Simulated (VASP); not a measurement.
The system is Mo.

```
Mo
1.0
     2.73551    0.00000    0.00000
    -1.36776    2.36902    0.00000
     0.00000    0.00000    2.55518
Mo
1
Direct
  0.00000 0.00000 0.50000
```

* Program: VASP 6.6.1
* Task: relaxation of cell and atoms
* Functional: PBEsol
* Potentials or basis: VASP PAW PBE potentials, release 64 (Mo_sv)
* Cutoff: 600 eV
* k mesh: 14 × 14 × 13
* Occupations: methfessel-paxton, width 0.1 eV
* Spin: no spin polarisation

At the start: pressure -3.0 GPa; volume 16.56 Å³/atom.

Task: How do energy, volume and symmetry change on relaxing?

Result: Over 8 steps the energy falls by 4.1 meV/atom and the volume is 16.34 Å³/atom (-1.3 %); space group P6/mmm (No. 191, to 0.05 Å).

The path:
```tsv
step	energy change (eV)	largest force (eV/Å)	pressure (GPa)	volume (Å³)
1	0.0000	0.0000	-3.00	16.56
2	0.0082	0.0000	7.48	15.82
3	-0.0038	0.0000	0.68	16.29
4	-0.0038	0.0000	0.57	16.30
5	-0.0040	0.0000	-0.62	16.38
6	-0.0041	0.0000	-0.22	16.35
7	-0.0041	0.0000	0.25	16.32
8	-0.0041	0.0000	0.10	16.34
```

Final structure:
```
Mo
1.0
     2.73617    0.00000    0.00000
    -1.36809    2.36960    0.00000
     0.00000    0.00000    2.51964
Mo
1
Direct
  0.00000 0.00000 0.50000
```

Caveat: the PAW data sets were made with another functional, which shifts forces and pressure a little.
